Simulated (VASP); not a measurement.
Here is a VASP 6.6.1 calculation.

Contents of INCAR:

```
SYSTEM = ZnH20Cl2O10
PREC = Accurate ; ENCUT = 520
EDIFF = 1E-6 ; ISMEAR = -1
SIGMA = 0.05 ; LREAL = Auto
LASPH = .True. ; NELM = 120
ALGO = Normal ; ISIF = 2
LWAVE = .False. ; LCHARG = .True.
GGA = PE ; LELF = .True.
LVHAR = .True. ; NBANDS = 75
GGA_COMPAT = .False.
```

Contents of KPOINTS:

```
regular mesh
0
Gamma
  1 1 1
  0 0 0
```

The input POSCAR:

```
ZnH20Cl2O10
1.0
    6.9062330000      0.0000000000      0.0000000000
    0.0000000000      6.9062330000      0.0000000000
    0.0000000000      0.0000000000      6.9062330000
O H Zn Cl
10 20 1 2
Direct
    0.3705348487      0.3012640900      0.3290071447
    0.8756437844      0.8707786140      0.4281929092
    1.1116479852      0.1316636725      0.5529208180
    0.8070101313      0.1946647326      1.0167047651
    0.5012718221      0.9005198637      0.2374956072
    0.9700222972      0.7874336125      0.9842702961
    0.2460820537      0.6441572417      0.3666398165
    0.7772544019      0.4928591317      0.2684531495
    0.3924715543      0.9489833314      0.7751114102
    0.5826620677      0.1962574967      0.5818801654
    0.4865894331      0.2456476635      0.4130326909
    0.3794688074      0.3227953647      0.1852095057
    0.7478896238      0.9136529277      0.3873023108
    0.9471878519      0.9891499461      0.4844754007
    1.1784282401      0.1842248879      0.4393277783
    1.0939393444      0.2354394936      0.6484577048
    0.9017795953      0.2634142231      0.9351842024
    0.8218807561      0.0553847517      0.9788548982
    0.4134236421      1.0099137982      0.2419698264
    0.5079614314      0.8795388166      0.0917576919
    1.0479953399      0.6976451562      0.9012438474
    0.8284255686      0.7374642587      0.9387462022
    0.3384913309      0.7309918446      0.2947482368
    0.2954577409      0.5099885857      0.3610796218
    0.6811093689      0.5205587474      0.1707587914
    0.8000454083      0.3557945410      0.2394503632
    0.2652965806      0.9732947035      0.7025103265
    0.4339702990      0.8098191880      0.7862462793
    0.5060356348      0.1036744633      0.6775184098
    0.6164431464      0.3175826822      0.6667455326
    0.0019981950      0.6725953208      0.2554938416
    0.6107236753      0.6039616677      0.8812763774
    0.1697741736      0.3929783429      0.9007515385
```

Potentials or basis: VASP PAW PBE potentials, release 64 (O, H, Zn, Cl).

The run is started by

```console
$ cat potpaw_PBE.64/O/POTCAR potpaw_PBE.64/H/POTCAR potpaw_PBE.64/Zn/POTCAR potpaw_PBE.64/Cl/POTCAR > POTCAR
$ mpirun -np 1 vasp_gam > vasp.out
```

(1) Estimate the pressure.

(2) What does it give for the band gap on the k mesh?

Answers

(1) 1.1 GPa.

(2) 3.65 eV.

Caveat: the k points lie up to 0.91 Å⁻¹ apart.
